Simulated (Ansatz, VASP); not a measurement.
## Two plane-wave programs on Cd4F

```xyz
5
Lattice="4.1690 0.0000 0.0000 0.0000 4.1690 0.0000 0.0000 0.0000 6.8370" Properties=species:S:1:pos:R:3 pbc="T T T"
Cd    2.0845    0.0000    1.8909
Cd    0.0000    2.0845    4.9461
Cd    2.0845    0.0000    4.9461
Cd    0.0000    2.0845    1.8909
F     0.0000    0.0000    0.0000
```

Change from the starting cell: ordered vacancies on the anion sites of antifluorite (P4/mmm, No. 123).

Alike in both runs: functional PBE; k mesh 10 × 10 × 6; occupations gaussian, width 0.1 eV; no spin polarisation.

Ansatz relaxed the structure, and its values are those at the end. VASP's run is a single point on that final structure, the one shown.

|  | VASP | Ansatz |
| --- | --- | --- |
| version | VASP 6.6.1 | Ansatz 0.2.0 |
| potentials or method | VASP PAW PBE potentials, release 64 (Cd, F), cutoff 520 eV | scalar-relativistic, plane waves, PAW |
| valence electrons in the cell | 55 | 87 |

```csv
,VASP,Ansatz,Ansatz less VASP
gap on the k mesh at the Fermi level (eV),none,none,-
pressure (GPa),0.2,0.0,-0.19
```

A gap of «none» marks a metal or a gap that the smearing closes. VASP's potentials hold 55 valence electrons a cell and Ansatz's 87, so a difference there can come from the potentials and not from the codes.
